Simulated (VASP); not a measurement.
# MgZn4O (P3m1) in VASP: a series of runs

Runs on MgZn4O. Level: PBE. Tasks: single point, relaxation of cell and atoms.

Program: VASP 6.6.1. These are calculated values, not measurements. Logs are shortened: lines on timing, memory, paths and dates and some standing lists are left out, and cuts for length are marked.

### 1 The cell of the first run

It takes space group P3m1 (No. 156, trigonal). The conventional cell has a = 3.031 Å, b = 3.031 Å, c = 11.111 Å, α = 90.00°, β = 90.00°, γ = 120.00°. Within 2.7 Å of Mg (site symmetry 3m) lie 3 O at 2.00 Å. Within 3.2 Å of Zn (site symmetry 3m) lie 3 O at 2.39 Å and 9 Zn at 2.68 to 3.03 Å and 3 Mg at 3.14 Å. Zn (site symmetry 3m) has 12 Zn at 2.63 to 3.03 Å within 3.5 Å. Zn (site symmetry 3m) has 12 Zn at 2.63 to 3.03 Å within 3.5 Å. Within 3.6 Å of Zn (site symmetry 3m) lie 9 Zn at 2.71 to 3.03 Å and 3 Mg at 3.00 Å and 1 O at 3.42 Å. O (site symmetry 3m) has 3 Mg at 2.00 Å and 3 Zn at 2.39 Å within 2.7 Å.

### 2 Single point, PBE

Contents of INCAR:

```
SYSTEM = MgZn4O
PREC = Accurate ; ENCUT = 520
EDIFF = 1E-6 ; ISMEAR = 0
SIGMA = 0.2 ; LREAL = .False.
LASPH = .True. ; NELM = 60
ALGO = Normal ; ISIF = 2
LWAVE = .False. ; LCHARG = .True.
GGA = PE ; LELF = .True.
LVHAR = .True. ; NBANDS = 37
```

Contents of KPOINTS:

```
regular mesh
0
Gamma
  6 6 2
  0 0 0
```

Contents of POSCAR:

```
MgZn4O
1.0
    3.0305956444      0.0000000000      0.0000000000
   -1.5152978222      2.6245728167      0.0000000000
    0.0000000000      0.0000000000     11.1112064198
Mg Zn O
1 4 1
Direct
    0.3333333333      0.6666666667      0.1107955750
    0.6666666667      0.3333333333      0.8765175984
    0.3333333333      0.6666666667      0.5164087827
    0.0000000000      0.0000000000      0.6932433740
    0.0000000000      0.0000000000      0.3302361461
    0.0000000000      0.0000000000      0.0227985238
```

Potentials or basis: VASP PAW PBE potentials, release 64 (Mg, Zn, O).

Started as:

```sh
cat potpaw_PBE.64/Mg/POTCAR potpaw_PBE.64/Zn/POTCAR potpaw_PBE.64/O/POTCAR > POTCAR
mpirun -np 1 vasp_std > vasp.out
```

OUTCAR:

```text
SYSTEM = MgZn4O
   PREC = Accurate
   ENCUT = 520
   EDIFF = 1E-6
   ISMEAR = 0
   LREAL = .False.
   LASPH = .True.
   NELM = 60
   ISIF = 2
   GGA = PE

 ion  position               nearest neighbor table
   1  0.333  0.667  0.111-   6 2.00   6 2.00   6 2.00   5 3.00   5 3.00   5 3.00   2 3.14   2 3.14
                             2 3.14
   2  0.667  0.333  0.877-   6 2.39   6 2.39   6 2.39   4 2.68   4 2.68   4 2.68   1 3.14   1 3.14
                             1 3.14
   3  0.333  0.667  0.516-   4 2.63   4 2.63   4 2.63   5 2.71   5 2.71   5 2.71
   4  0.000  0.000  0.693-   3 2.63   3 2.63   3 2.63   2 2.68   2 2.68   2 2.68
   5  0.000  0.000  0.330-   3 2.71   3 2.71   3 2.71   1 3.00   1 3.00   1 3.00
   6  0.000  0.000  0.023-   1 2.00   1 2.00   1 2.00   2 2.39   2 2.39   2 2.39

  LATTYP: Found a hexagonal cell.
 ALAT       =     3.0305956444
 C/A-ratio  =     3.6663440866

  Lattice vectors:

 A1 = (   3.0305956444,   0.0000000000,   0.0000000000)
 A2 = (  -1.5152978222,   2.6245728167,   0.0000000000)
 A3 = (   0.0000000000,   0.0000000000,  11.1112064198)

Analysis of symmetry for initial positions (statically):
=====================================================================
 Subroutine PRICEL returns:
 Original cell was already a primitive cell.

 Routine SETGRP: Setting up the symmetry group for a
 hexagonal supercell.

 Subroutine GETGRP returns: Found  6 space group operations
 (whereof  6 operations were pure point group operations)
 out of a pool of 24 trial point group operations.

The static configuration has the point symmetry C_3v.

Analysis of symmetry for dynamics (positions and initial velocities):
=====================================================================
 Subroutine PRICEL returns:
 Original cell was already a primitive cell.

 Routine SETGRP: Setting up the symmetry group for a
 hexagonal supercell.

 Subroutine GETGRP returns: Found  6 space group operations
 (whereof  6 operations were pure point group operations)
 out of a pool of 24 trial point group operations.

The dynamic configuration has the point symmetry C_3v.

 Subroutine INISYM returns: Found  6 space group operations
 (whereof  6 operations are pure point group operations),
 and found     1 'primitive' translations

----------------------------------------------------------------------------------------

                                     Primitive cell

  volume of cell :      88.3787

  direct lattice vectors                    reciprocal lattice vectors
     3.030595644  0.000000000  0.000000000     0.329968137  0.190507193  0.000000000
    -1.515297822  2.624572817  0.000000000     0.000000000  0.381014386  0.000000000
     0.000000000  0.000000000 11.111206420     0.000000000  0.000000000  0.089999228

  length of vectors
     3.030595644  3.030595644 11.111206420     0.381014386  0.381014386  0.089999228

  position of ions in fractional coordinates (direct lattice)
     0.333333333  0.666666667  0.110795575
     0.666666667  0.333333333  0.876517598
     0.333333333  0.666666667  0.516408783
     0.000000000  0.000000000  0.693243374
     0.000000000  0.000000000  0.330236146
     0.000000000  0.000000000  0.022798524

  ion indices of the primitive-cell ions
   primitive index   ion index
                 1           1
                 2           2
                 3           3
                 4           4
                 5           5
                 6           6

----------------------------------------------------------------------------------------

 KPOINTS: regular mesh

Automatic generation of k-mesh.
 Grid dimensions read from file:
 generate k-points for:    6    6    2

 Generating k-lattice:

  Cartesian coordinates                     Fractional coordinates (reciprocal lattice)
     0.054994690  0.031751199  0.000000000     0.166666667 -0.000000000  0.000000000
     0.000000000  0.063502398  0.000000000     0.000000000  0.166666667  0.000000000
     0.000000000  0.000000000  0.044999614     0.000000000  0.000000000  0.500000000

  Length of vectors
     0.063502398  0.063502398  0.044999614

  Shift w.r.t. Gamma in fractional coordinates (k-lattice)
     0.000000000  0.000000000  0.000000000

 Subroutine IBZKPT returns following result:
 ===========================================

 Found     14 irreducible k-points:

 Following reciprocal coordinates:
            Coordinates               Weight
  0.000000  0.000000  0.000000      1.000000
  0.166667  0.000000  0.000000      6.000000
  0.333333  0.000000  0.000000      6.000000
  0.500000  0.000000  0.000000      3.000000
  0.166667  0.166667  0.000000      6.000000
  0.333333  0.166667  0.000000     12.000000
  0.333333  0.333333  0.000000      2.000000
  0.000000  0.000000  0.500000      1.000000
  0.166667  0.000000  0.500000      6.000000
  0.333333  0.000000  0.500000      6.000000
  0.500000  0.000000  0.500000      3.000000
  0.166667  0.166667  0.500000      6.000000
  0.333333  0.166667  0.500000     12.000000
  0.333333  0.333333  0.500000      2.000000
   k-points           NKPTS =     14   k-points in BZ     NKDIM =     14   number of bands    NBANDS=     37
   number of dos      NEDOS =    301   number of ions     NIONS =      6
   total plane-waves  NPLWV =  48384
   dimension x,y,z NGX =    24 NGY =   24 NGZ =   84
   dimension x,y,z NGXF=    48 NGYF=   48 NGZF=  168
   ions per type =               1   4   1
   NGX,Y,Z   is equivalent  to a cutoff of  13.17, 13.17, 12.57 a.u.
   NGXF,Y,Z  is equivalent  to a cutoff of  26.33, 26.33, 25.14 a.u.
 SYSTEM =  MgZn4O
   PREC   = accura    normal or accurate (medium, high low for compatibility)
   ISTART =      0    job   : 0-new  1-cont  2-samecut
   ICHARG =      2    charge: 1-file 2-atom 10-const
   ISPIN  =      1    spin polarized calculation?
   LNONCOLLINEAR =      F non collinear calculations
   LSORBIT =      F    spin-orbit coupling
   LASPH  =      T    aspherical Exc in radial PAW
   ENCUT  =  520.0 eV  38.22 Ry    6.18 a.u.   5.63  5.63 20.66*2*pi/ulx,y,z
   NELM   =     60;   NELMIN=  2; NELMDL= -5     # of ELM steps
   EDIFF  = 0.1E-05   stopping-criterion for ELM
   LREAL  =      F    real-space projection
   EDIFFG = 0.1E-04   stopping-criterion for IOM
   NSW    =      0    number of steps for IOM
   IBRION =     -1    ionic relax: 0-MD 1-quasi-New 2-CG
   NFREE  =      0    steps in history (QN), initial steepest desc. (CG)
   ISIF   =      2    stress and relaxation
   ISYM   =      2    0-nonsym 1-usesym 2-fastsym
   POTIM  = 0.5000    time-step for ionic-motion
   TEBEG  =    0.0;   TEEND  =   0.0 temperature during run
   PSTRESS=    0.0 pullay stress
   NELECT =      56.0000    total number of electrons
   NUPDOWN=      -1.0000    fix difference up-down
   EMIN   =  10.00;   EMAX   =-10.00  energy-range for DOS
   EFERMI =   0.00;   METHOD = LEGACY
   ISMEAR =     0;   SIGMA  =   0.20  broadening in eV -4-tet -1-fermi 0-gaus
   EFERMI_NEDOS =   21; number of points for ismear=-14 and -15
   IALGO  =     38    algorithm
   IMIX   =      4    mixing-type and parameters
     AMIX     =   0.40;   BMIX     =  1.00
     AMIX_MAG =   1.60;   BMIX_MAG =  1.00
  volume/ion in A,a.u.               =      14.73        99.40
  Fermi-wavevector in a.u.,A,eV,Ry     =   1.406117  2.657176 26.900976  1.977166
  Thomas-Fermi vector in A             =   2.528510
   LORBIT       =      0    0 simple, 1 ext, 2 COOP (PROOUT), +10 PAW based schemes
   GGA     = PE    functional components
   LHFCALC =     F    Hartree Fock is set to
   AEXX    =    0.0000 exact exchange contribution
   IVDW    =     0    specifies the selected vdW correction
   LEPSILON=     F    determine dielectric tensor
   LRPA    =     F    only Hartree local field effects (RPA)
 non-spin polarized calculation
 Gauss-broadening in eV      SIGMA  =   0.20
  energy-cutoff  :      520.00
  volume of cell :       88.38
 maximum number of plane-waves:      2405
 NGX is ok and might be reduce to    24
   NGX = 11   NGY = 11   NGZ = 41

 number of electron      56.0000026 magnetization

 Free energy of the ion-electron system (eV)
  ---------------------------------------------------
  ext. energy  EPLUGINS =         0.00000000
  ---------------------------------------------------
  free energy    TOTEN  =       -14.29825404 eV

  energy without entropy =      -14.27470926  energy(sigma->0) =      -14.28648165

 E-fermi :   3.1194     XC(G=0): -10.9058

 val. band max:        3.0069367208   @ k =   0.3333   0.3333   0.0000
 cond. band min:       3.1523202537   @ k =   0.0000   0.0000   0.0000
 fundamental gap:      0.1453835329
 Fermi energy:         3.1193678702

 k-point     1 :       0.0000    0.0000    0.0000
  band No.  band energies     occupation
      1     -16.3494      2.00000
      2      -6.2277      2.00000
      3      -5.4305      2.00000
      4      -4.8131      2.00000
      5      -4.6559      2.00000
      6      -4.4356      2.00000
[... 29 lines left out ...]
     36      15.1376      0.00000
     37      15.4373      0.00000

 k-point     2 :       0.1667    0.0000    0.0000
  band No.  band energies     occupation
      1     -16.1801      2.00000
      2      -5.6702      2.00000
      3      -4.9773      2.00000
      4      -4.6916      2.00000
      5      -4.5510      2.00000
      6      -4.4618      2.00000
[... 29 lines left out ...]
     36      13.3656      0.00000
     37      14.1015      0.00000

 k-point     3 :       0.3333    0.0000    0.0000
  band No.  band energies     occupation
      1     -15.8161      2.00000
      2      -4.9092      2.00000
      3      -4.7543      2.00000
      4      -4.6986      2.00000
      5      -4.5790      2.00000
      6      -4.5134      2.00000
[... 29 lines left out ...]
     36      10.8235      0.00000
     37      11.4566      0.00000
[... 361 lines left out ...]
 k-point    13 :       0.3333    0.1667    0.5000
  band No.  band energies     occupation
      1     -15.6231      2.00000
      2      -4.7849      2.00000
      3      -4.7261      2.00000
      4      -4.6823      2.00000
      5      -4.6241      2.00000
      6      -4.5077      2.00000
[... 29 lines left out ...]
     36       9.0003      0.00000
     37       9.7391      0.00000

 k-point    14 :       0.3333    0.3333    0.5000
  band No.  band energies     occupation
      1     -15.5258      2.00000
      2      -4.7230      2.00000
      3      -4.6815      2.00000
      4      -4.6418      2.00000
      5      -4.5471      2.00000
      6      -4.5008      2.00000
[... 29 lines left out ...]
     36       7.6342      0.00000
     37       8.9791      0.00000

------------------------ aborting loop because EDIFF is reached ----------------------------------------

  FORCE on cell =-STRESS in cart. coord.  units (eV):
  Direction    XX          YY          ZZ          XY          YZ          ZX
  --------------------------------------------------------------------------------------
  -------------------------------------------------------------------------------------
  Total       -0.1263568     -0.1263568      0.0283465      0.0000000      0.0000000      0.0000000
  in kB       -2.2906636     -2.2906636      0.5138808      0.0000000      0.0000000      0.0000000
  external PRESSURE =      -1.3558155 kB  Pullay stress =       0.0000000 kB

 VOLUME and BASIS-vectors are now :
 -----------------------------------------------------------------------------
  energy-cutoff  :      520.00
  volume of cell :       88.38
      direct lattice vectors                 reciprocal lattice vectors
     3.030595644  0.000000000  0.000000000     0.329968137  0.190507193  0.000000000
    -1.515297822  2.624572817  0.000000000     0.000000000  0.381014386  0.000000000
     0.000000000  0.000000000 11.111206420     0.000000000  0.000000000  0.089999228

 POSITION                                       TOTAL-FORCE (eV/Angst)
 -----------------------------------------------------------------------------------
     -0.00000      1.74972      1.23107         0.000000     -0.000000     -0.050647
      1.51530      0.87486      9.73917        -0.000000     -0.000000     -0.065771
     -0.00000      1.74972      5.73792        -0.000000     -0.000000     -0.028512
      0.00000      0.00000      7.70277         0.000000      0.000000      0.049595
      0.00000      0.00000      3.66932        -0.000000      0.000000      0.009552
      0.00000      0.00000      0.25332         0.000000     -0.000000      0.085783
 -----------------------------------------------------------------------------------
    total drift:                               -0.000000      0.000000     -0.001350

  FREE ENERGIE OF THE ION-ELECTRON SYSTEM (eV)
  ---------------------------------------------------
  free  energy   TOTEN  =       -14.2982540401 eV

  energy  without entropy=      -14.2747092611  energy(sigma->0) =      -14.28648165
```

Run time: 52 s. Hardware: 1 thread of AMD EPYC 9R45 (Zen 5), shared host; peak memory 0.19 GiB.

Results:

- Free energy: -14.2983 eV
- Pressure: -0.1 GPa
- Largest force: 0.086 eV/Å
- Band gap on the k mesh: zero (band 28 reaches 3.27 eV, above the bottom of band 29 at 2.46 eV)

Forces on the atoms (eV/Å):
```
Mg   0.000  0.000 -0.051
Zn   0.000  0.000 -0.066
Zn   0.000  0.000 -0.029
Zn   0.000  0.000  0.050
Zn   0.000  0.000  0.010
O    0.000  0.000  0.086
```

Stress tensor (GPa, compression positive):
```
-0.23  0.00  0.00
 0.00 -0.23  0.00
 0.00  0.00  0.05
```

Levels at points of the mesh, in eV from the Fermi level:
```tsv
k point	band 26	band 27	band 28	band 29	band 30	band 31
(0.00, 0.00, 0.00)	-3.21	-3.21	-1.82	0.03	4.69	5.39
(0.50, 0.00, 0.00)	-3.08	-2.19	-1.33	-0.66	0.79	2.07
(0.00, 0.00, 0.50)	-3.34	-3.21	-3.21	1.59	2.67	7.65
(0.50, 0.00, 0.50)	-3.06	-2.02	-1.83	0.15	0.26	2.00
```

Caveat: the k points lie up to 0.40 Å⁻¹ apart.

(Part 1 of 2 ends here.)
